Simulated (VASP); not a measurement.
Here is a VASP 6.6.1 calculation.

The input INCAR:

```
PREC = Accurate
ENCUT = 520
EDIFF = 1E-6
ISMEAR = 0
SIGMA = 0.15
LREAL = F
LASPH = T
NELM = 100
ALGO = Normal
ISIF = 2
LWAVE = F
LCHARG = F
GGA = PS
NBANDS = 20
```

Contents of KPOINTS:

```
Automatic mesh
0
Gamma
  18 18 8
```

Contents of POSCAR:

```
MoS2
1.0
    3.1411847469      0.0000000000      0.0000000000
   -1.5705923735      2.7203457888      0.0000000000
    0.0000000000      0.0000000000      6.1247114470
Mo S
1 2
Direct
    0.0000000000      0.0000000000      0.5000000000
    0.3333333333      0.6666666667      0.2084079193
    0.6666666667      0.3333333333      0.7262828815
```

Potentials or basis: VASP PAW PBE potentials, release 64 (Mo_sv, S).

The run is started by

```bash
$ cat potpaw_PBE.64/Mo_sv/POTCAR potpaw_PBE.64/S/POTCAR > POTCAR
$ mpirun -np 1 vasp_std > vasp.out
```

Problem. Predict the pressure.

Solution. 3.2 GPa.

Problem. What does it give for the largest force?

Solution. 4.302 eV/Å.

Problem. What does it give for the band gap on the k mesh?

Solution. Zero (band 13 reaches 8.50 eV, above the bottom of band 14 at 7.83 eV).

Stress tensor (GPa, compression positive):
```
3.71 0.00 0.00
0.00 3.71 0.00
0.00 0.00 2.19
```

Caveat: the cell differs from its parent crystal (all S atoms moved -0.200 Å, as atom 2 along Cartesian [0 0 1]); the PAW data sets were made with another functional, which shifts forces and pressure a little; this functional lacks dispersion, which binds the layers, so the pressure and a relaxed spacing across them are unreliable.
